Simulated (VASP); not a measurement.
# In3B2As (R-3m) in VASP: notebook

In3B2As is run at these levels: PBE; tasks: single point, relaxation of cell and atoms.

Program: VASP 6.6.1. These are calculated values, not measurements. Logs are shortened: lines on timing, memory, paths and dates and some standing lists are left out, and cuts for length are marked.

## (1) The cell of the first run

The structure is trigonal, space group R-3m (No. 166). The conventional cell has a = 6.482 Å, b = 6.482 Å, c = 11.181 Å, α = 90.00°, β = 90.00°, γ = 120.00°. Within 2.5 Å of In (site symmetry 2/m) lie 2 B at 1.87 Å. Within 2.4 Å of B (site symmetry 3m) lie 1 As at 1.82 Å and 3 In at 1.87 Å. As (site symmetry -3m) has 2 B at 1.82 Å within 2.4 Å.

The cell was built from a structure type or drawn by symmetry, and may not be a known phase.

## (2) Single point, PBE

INCAR

```
SYSTEM = In3B2As
  ALGO = Normal
  EDIFF = 1E-7
  ENCUT = 520
  GGA = PE
  ISIF = 2
  ISMEAR = 0
  LASPH = .TRUE.
  LCHARG = .FALSE.
  LREAL = .FALSE.
  LWAVE = .FALSE.
  NBANDS = 34
  NELM = 100
  PREC = Accurate
  SIGMA = 0.1
```

KPOINTS

```
k-points
0
G
  3 3 3
  0 0 0
```

POSCAR

```
In3B2As
1.0
    3.2411722800      1.8712916900      3.7271181600
   -3.2411722800      1.8712916900      3.7271181600
    0.0000000000     -3.7425833800      3.7271181600
In B As
3 2 1
Direct
    0.5000000000      0.5000000000      0.0000000000
    0.0000000000      0.5000000000      0.5000000000
    0.5000000000      0.0000000000      0.5000000000
    0.3373006000      0.3373006000      0.3373006000
    0.6626994000      0.6626994000      0.6626994000
    0.5000000000      0.5000000000      0.5000000000
```

Potentials or basis: VASP PAW PBE potentials, release 64 (In_d, B, As).

The run is started by

```
cat potpaw_PBE.64/In_d/POTCAR potpaw_PBE.64/B/POTCAR potpaw_PBE.64/As/POTCAR > POTCAR
mpirun -np 1 vasp_std > vasp.out
```

OUTCAR:

```text
SYSTEM = In3B2As
   EDIFF = 1E-7
   ENCUT = 520
   GGA = PE
   ISIF = 2
   ISMEAR = 0
   LASPH = .TRUE.
   LREAL = .FALSE.
   NELM = 100
   PREC = Accurate

 ion  position               nearest neighbor table
   1  0.500  0.500  0.000-   4 1.87   5 1.87   6 2.64   6 2.64   3 3.24   2 3.24   3 3.24   2 3.24

   2  0.000  0.500  0.500-   4 1.87   5 1.87   6 2.64   6 2.64   3 3.24   3 3.24   1 3.24   1 3.24

   3  0.500  0.000  0.500-   4 1.87   5 1.87   6 2.64   6 2.64   2 3.24   2 3.24   1 3.24   1 3.24

   4  0.337  0.337  0.337-   6 1.82   3 1.87   2 1.87   1 1.87
   5  0.663  0.663  0.663-   6 1.82   3 1.87   2 1.87   1 1.87
   6  0.500  0.500  0.500-   4 1.82   5 1.82   2 2.64   3 2.64   3 2.64   2 2.64   1 2.64   1 2.64

  LATTYP: Found a trigonal (rhomboedric) cell.
 ALAT       =     5.2818879311
 COS(alpha) =     0.2468944242

  Lattice vectors:

 A1 = (   3.2411722800,   1.8712916900,   3.7271181600)
 A2 = (  -3.2411722800,   1.8712916900,   3.7271181600)
 A3 = (   0.0000000000,  -3.7425833800,   3.7271181600)

Analysis of symmetry for initial positions (statically):
=====================================================================
 Subroutine PRICEL returns:
 Original cell was already a primitive cell.

 Routine SETGRP: Setting up the symmetry group for a
 trigonal (rhombohedral) supercell.

 Subroutine GETGRP returns: Found 12 space group operations
 (whereof 12 operations were pure point group operations)
 out of a pool of 12 trial point group operations.

The static configuration has the point symmetry D_3d.

Analysis of symmetry for dynamics (positions and initial velocities):
=====================================================================
 Subroutine PRICEL returns:
 Original cell was already a primitive cell.

 Routine SETGRP: Setting up the symmetry group for a
 trigonal (rhombohedral) supercell.

 Subroutine GETGRP returns: Found 12 space group operations
 (whereof 12 operations were pure point group operations)
 out of a pool of 12 trial point group operations.

The dynamic configuration has the point symmetry D_3d.

 Subroutine INISYM returns: Found 12 space group operations
 (whereof 12 operations are pure point group operations),
 and found     1 'primitive' translations

----------------------------------------------------------------------------------------

                                     Primitive cell

  volume of cell :     135.6338

  direct lattice vectors                    reciprocal lattice vectors
     3.241172280  1.871291690  3.727118160     0.154265172  0.089065039  0.089434603
    -3.241172280  1.871291690  3.727118160    -0.154265172  0.089065039  0.089434603
     0.000000000 -3.742583380  3.727118160     0.000000000 -0.178130077  0.089434603

  length of vectors
     5.281887931  5.281887931  5.281887933     0.199321029  0.199321029  0.199321029

  position of ions in fractional coordinates (direct lattice)
     0.500000000  0.500000000  0.000000000
     1.000000000  0.500000000  0.500000000
     0.500000000  1.000000000  0.500000000
     0.337300600  0.337300600  0.337300600
     0.662699400  0.662699400  0.662699400
     0.500000000  0.500000000  0.500000000

  ion indices of the primitive-cell ions
   primitive index   ion index
                 1           1
                 2           2
                 3           3
                 4           4
                 5           5
                 6           6

----------------------------------------------------------------------------------------

 KPOINTS: k-points

Automatic generation of k-mesh.
 Grid dimensions read from file:
 generate k-points for:    3    3    3

 Generating k-lattice:

  Cartesian coordinates                     Fractional coordinates (reciprocal lattice)
     0.051421724  0.029688346  0.029811534     0.333333333  0.000000000  0.000000000
    -0.051421724  0.029688346  0.029811534     0.000000000  0.333333333  0.000000000
     0.000000000 -0.059376692  0.029811534     0.000000000  0.000000000  0.333333333

  Length of vectors
     0.066440343  0.066440343  0.066440343

  Shift w.r.t. Gamma in fractional coordinates (k-lattice)
     0.000000000  0.000000000  0.000000000

 Subroutine IBZKPT returns following result:
 ===========================================

 Found      6 irreducible k-points:

 Following reciprocal coordinates:
            Coordinates               Weight
  0.000000  0.000000  0.000000      1.000000
  0.333333  0.000000  0.000000      6.000000
  0.333333  0.333333  0.000000      6.000000
 -0.333333  0.333333  0.000000      6.000000
  0.333333  0.333333  0.333333      2.000000
 -0.333333  0.333333  0.333333      6.000000
   k-points           NKPTS =      6   k-points in BZ     NKDIM =      6   number of bands    NBANDS=     34
   number of dos      NEDOS =    301   number of ions     NIONS =      6
   total plane-waves  NPLWV =  64000
   dimension x,y,z NGX =    40 NGY =   40 NGZ =   40
   dimension x,y,z NGXF=    80 NGYF=   80 NGZF=   80
   ions per type =               3   2   1
   NGX,Y,Z   is equivalent  to a cutoff of  12.59, 12.59, 12.59 a.u.
   NGXF,Y,Z  is equivalent  to a cutoff of  25.18, 25.18, 25.18 a.u.
 SYSTEM =  In3B2As
   PREC   = accura    normal or accurate (medium, high low for compatibility)
   ISTART =      0    job   : 0-new  1-cont  2-samecut
   ICHARG =      2    charge: 1-file 2-atom 10-const
   ISPIN  =      1    spin polarized calculation?
   LNONCOLLINEAR =      F non collinear calculations
   LSORBIT =      F    spin-orbit coupling
   LASPH  =      T    aspherical Exc in radial PAW
   ENCUT  =  520.0 eV  38.22 Ry    6.18 a.u.   9.82  9.82  9.82*2*pi/ulx,y,z
   NELM   =    100;   NELMIN=  2; NELMDL= -5     # of ELM steps
   EDIFF  = 0.1E-06   stopping-criterion for ELM
   LREAL  =      F    real-space projection
   EDIFFG = 0.1E-05   stopping-criterion for IOM
   NSW    =      0    number of steps for IOM
   IBRION =     -1    ionic relax: 0-MD 1-quasi-New 2-CG
   NFREE  =      0    steps in history (QN), initial steepest desc. (CG)
   ISIF   =      2    stress and relaxation
   ISYM   =      2    0-nonsym 1-usesym 2-fastsym
   POTIM  = 0.5000    time-step for ionic-motion
   TEBEG  =    0.0;   TEEND  =   0.0 temperature during run
   PSTRESS=    0.0 pullay stress
   NELECT =      50.0000    total number of electrons
   NUPDOWN=      -1.0000    fix difference up-down
   EMIN   =  10.00;   EMAX   =-10.00  energy-range for DOS
   EFERMI =   0.00;   METHOD = LEGACY
   ISMEAR =     0;   SIGMA  =   0.10  broadening in eV -4-tet -1-fermi 0-gaus
   EFERMI_NEDOS =   21; number of points for ismear=-14 and -15
   IALGO  =     38    algorithm
   IMIX   =      4    mixing-type and parameters
     AMIX     =   0.40;   BMIX     =  1.00
     AMIX_MAG =   1.60;   BMIX_MAG =  1.00
  volume/ion in A,a.u.               =      22.61       152.55
  Fermi-wavevector in a.u.,A,eV,Ry     =   1.173840  2.218236 18.747466  1.377900
  Thomas-Fermi vector in A             =   2.310246
   LORBIT       =      0    0 simple, 1 ext, 2 COOP (PROOUT), +10 PAW based schemes
   GGA     = PE    functional components
   LHFCALC =     F    Hartree Fock is set to
   AEXX    =    0.0000 exact exchange contribution
   IVDW    =     0    specifies the selected vdW correction
   LEPSILON=     F    determine dielectric tensor
   LRPA    =     F    only Hartree local field effects (RPA)
 non-spin polarized calculation
 Gauss-broadening in eV      SIGMA  =   0.10
  energy-cutoff  :      520.00
  volume of cell :      135.63
 maximum number of plane-waves:      3668
   NGX = 19   NGY = 19   NGZ = 19

 number of electron      50.0000024 magnetization

 Free energy of the ion-electron system (eV)
  ---------------------------------------------------
  ext. energy  EPLUGINS =         0.00000000
  ---------------------------------------------------
  free energy    TOTEN  =       -11.99301358 eV

  energy without entropy =      -11.96892941  energy(sigma->0) =      -11.98097149

 E-fermi :   5.4700     XC(G=0):  -8.7746

 val. band max:        5.4489777202   @ k =   0.3333   0.3333   0.0000
 cond. band min:       5.4909401566   @ k =  -0.3333   0.3333   0.0000
 fundamental gap:      0.0419624364
 Fermi energy:         5.4700351903

 k-point     1 :       0.0000    0.0000    0.0000
  band No.  band energies     occupation
      1     -12.1994      2.00000
      2     -10.7795      2.00000
      3     -10.7795      2.00000
      4     -10.6260      2.00000
      5     -10.0331      2.00000
      6     -10.0331      2.00000
[... 26 lines left out ...]
     33      12.1543      0.00000
     34      12.3008      0.00000

 k-point     2 :       0.3333    0.0000    0.0000
  band No.  band energies     occupation
      1     -11.9393      2.00000
      2     -10.9390      2.00000
      3     -10.6916      2.00000
      4     -10.5191      2.00000
      5     -10.1328      2.00000
      6     -10.0226      2.00000
[... 26 lines left out ...]
     33      11.3227      0.00000
     34      11.9262      0.00000

 k-point     3 :       0.3333    0.3333    0.0000
  band No.  band energies     occupation
      1     -11.7743      2.00000
      2     -11.0118      2.00000
      3     -10.7018      2.00000
      4     -10.4201      2.00000
      5     -10.1426      2.00000
      6     -10.0208      2.00000
[... 26 lines left out ...]
     33      10.9951      0.00000
     34      11.4278      0.00000

 k-point     4 :      -0.3333    0.3333    0.0000
  band No.  band energies     occupation
      1     -11.5890      2.00000
      2     -11.2336      2.00000
      3     -10.6230      2.00000
      4     -10.3676      2.00000
      5     -10.1846      2.00000
      6     -10.0871      2.00000
[... 26 lines left out ...]
     33      10.3707      0.00000
     34      11.2468      0.00000

 k-point     5 :       0.3333    0.3333    0.3333
  band No.  band energies     occupation
      1     -11.8451      2.00000
      2     -10.7924      2.00000
      3     -10.7924      2.00000
      4     -10.4394      2.00000
      5     -10.0289      2.00000
      6     -10.0289      2.00000
[... 26 lines left out ...]
     33      12.3375      0.00000
     34      12.3412      0.00000

 k-point     6 :      -0.3333    0.3333    0.3333
  band No.  band energies     occupation
      1     -11.5655      2.00000
      2     -11.1058      2.00000
      3     -10.7043      2.00000
      4     -10.3105      2.00000
      5     -10.1385      2.00000
      6     -10.0861      2.00000
[... 26 lines left out ...]
     33      10.7745      0.00000
     34      10.7898      0.00000

------------------------ aborting loop because EDIFF is reached ----------------------------------------

  FORCE on cell =-STRESS in cart. coord.  units (eV):
  Direction    XX          YY          ZZ          XY          YZ          ZX
  --------------------------------------------------------------------------------------
  -------------------------------------------------------------------------------------
  Total       42.4362345     42.4362346     29.9052122      0.0000000      0.0000000     -0.0000000
  in kB      501.2788788    501.2788797    353.2559241      0.0000000      0.0000000     -0.0000000
  external PRESSURE =     451.9378942 kB  Pullay stress =       0.0000000 kB

 VOLUME and BASIS-vectors are now :
 -----------------------------------------------------------------------------
  energy-cutoff  :      520.00
  volume of cell :      135.63
      direct lattice vectors                 reciprocal lattice vectors
     3.241172280  1.871291690  3.727118160     0.154265172  0.089065039  0.089434603
    -3.241172280  1.871291690  3.727118160    -0.154265172  0.089065039  0.089434603
     0.000000000 -3.742583380  3.727118160     0.000000000 -0.178130077  0.089434603

 POSITION                                       TOTAL-FORCE (eV/Angst)
 -----------------------------------------------------------------------------------
      0.00000      1.87129      3.72712         0.000000      0.000000      0.000000
     -1.62059     -0.93565      3.72712         0.000000      0.000000      0.000000
      1.62059     -0.93565      3.72712        -0.000000      0.000000      0.000000
      0.00000      0.00000      3.77148         0.000000     -0.000000     -3.662627
      0.00000      0.00000      7.40988         0.000000      0.000000      3.662627
      0.00000      0.00000      5.59068        -0.000000      0.000000      0.000000
 -----------------------------------------------------------------------------------
    total drift:                                0.000000      0.000000     -0.000000

  FREE ENERGIE OF THE ION-ELECTRON SYSTEM (eV)
  ---------------------------------------------------
  free  energy   TOTEN  =       -11.9930135766 eV

  energy  without entropy=      -11.9689294095  energy(sigma->0) =      -11.98097149
```

It took 37 s on 1 thread of Intel Xeon Platinum 8259CL at 2.50GHz (Skylake/Cascade Lake), shared host; peak memory 0.25 GiB.

What came out:

```yaml
Free_energy: -11.9930 eV
Pressure: 45.2 GPa
Largest_force: 3.663 eV/Å
Band_gap_on_the_k_mesh: 0.04 eV (least direct gap 0.32 eV)
```

Forces in eV/Å, atoms in the order of the input:
```
In   0.000  0.000  0.000
In   0.000  0.000  0.000
In   0.000  0.000  0.000
B    0.000  0.000 -3.663
B    0.000  0.000  3.663
As   0.000  0.000  0.000
```

Caveat: the cell stands under pressure; spin-orbit coupling is left out, which moves the levels of the heavy elements; an odd mesh through Γ misses points on the zone boundary, where band edges can lie; forces of over 1 eV/Å act on the atoms, so gaps and moduli don't describe the material at rest.

(Part 1 of 4 ends here.)
